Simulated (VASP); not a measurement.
LaSb4Pd:

```
La Sb Pd
1.0
     4.86252    0.00000    0.00000
     0.00000    4.86252    0.00000
     0.00000    0.00000    7.54656
La Sb Pd
1 4 1
Cartesian
  0.0000 0.0000 3.7733
  2.4313 0.0000 1.5211
  2.4313 0.0000 6.0254
  0.0000 2.4313 6.0254
  0.0000 2.4313 1.5211
  2.4313 2.4313 0.0000
```

```yaml
Program: VASP 6.6.1
Task: relaxation of cell and atoms
Functional: PBE
Potentials_or_basis: VASP PAW PBE potentials, release 64 (La, Sb, Pd)
Cutoff: 600 eV
k_mesh: 8 × 8 × 6
Occupations: gaussian, width 0.1 eV
Spin: no spin polarisation
```

At the start: pressure -0.4 GPa; volume 29.74 Å³/atom.

Task: Where does the relaxation end?

Result: Over 19 steps the energy falls by 39.0 meV/atom and the volume is 29.05 Å³/atom (-2.3 %); space group P4/mmm (No. 123, to 0.05 Å).

The path:
```tsv
step	energy change (eV)	largest force (eV/Å)	pressure (GPa)	volume (Å³)
1	0.0000	0.0321	-0.44	178.43
2	-0.0320	0.0720	0.15	176.33
3	-0.0659	0.1546	1.50	172.12
4	-0.0108	0.3736	5.07	163.43
5	-0.0703	0.2116	2.20	170.22
6	-0.0812	0.2171	2.17	170.24
7	-0.1129	0.2288	2.05	170.30
8	-0.1671	0.2281	1.87	170.28
9	-0.1916	0.2095	1.71	169.80
10	-0.2012	0.2134	1.73	170.03
11	-0.2192	0.1740	0.96	171.98
12	-0.2282	0.1202	-0.10	174.91
13	-0.2282	0.1227	-0.05	174.75
14	-0.2293	0.1111	-0.04	174.70
15	-0.2318	0.0771	-0.03	174.52
16	-0.2341	0.0091	0.04	174.17
17	-0.2342	0.0014	0.04	174.11
18	-0.2342	0.0037	0.04	174.10
19	-0.2342	0.0045	-0.02	174.28
```

Final structure:
```yaml
crystal:
  lattice:
    - [4.53905, 0.00000, 0.00000]
    - [0.00000, 4.53905, 0.00000]
    - [0.00000, 0.00000, 8.45886]
  atoms:
    - { symbol: La, position: [0.00000, 0.00000, 0.50000] }
    - { symbol: Sb, position: [0.50000, 0.00000, 0.20795] }
    - { symbol: Sb, position: [0.50000, 0.00000, 0.79205] }
    - { symbol: Sb, position: [0.00000, 0.50000, 0.79205] }
    - { symbol: Sb, position: [0.00000, 0.50000, 0.20795] }
    - { symbol: Pd, position: [0.50000, 0.50000, 0.00000] }
```
